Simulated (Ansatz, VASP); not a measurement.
**One calculation of GaSb2, two programs**

```
Ga Sb
1.0
     3.23258    0.00000    0.00000
    -1.61629    2.79949    0.00000
     0.00000    0.00000    7.87352
Ga Sb
1 2
Direct
  0.00000 0.00000 0.00000
  0.33333 0.66667 0.66214
  0.66667 0.33333 0.33786
```

Change from the starting cell: species swapped into the ZnCu2 type (P-3m1, No. 164).

Alike in both runs: task single point; functional PBE; k mesh 6 × 6 × 2; occupations gaussian, width 0.1 eV; no spin polarisation.

```csv
,VASP,Ansatz
version,VASP 6.6.1,Ansatz 0.2.0
potentials or method,"VASP PAW PBE potentials, release 64 (Ga_d, Sb), cutoff 520 eV","scalar-relativistic, plane waves, PAW"
valence electrons in the cell,23,43
```

|  | VASP | Ansatz | Ansatz less VASP |
| --- | --- | --- | --- |
| gap on the k mesh at the Fermi level (eV) | none | none | - |
| pressure (GPa) | 5.3 | 5.3 | +0.05 |
| traceless stress, the component that is largest in VASP (GPa) | 1.73 | 1.68 | -0.044 |
| rms of the force components (eV/Å) | 0.345 | 0.346 | +0.0008 |

Atom by atom the forces differ by 0.001 eV/Å (rms over components). A gap of «none» marks a metal or a gap that the smearing closes. VASP's potentials hold 23 valence electrons a cell and Ansatz's 43, so a difference there can come from the potentials and not from the codes.

The k mesh is coarse, so the values compare programs but aren't converged. Neither program's run includes spin-orbit coupling.
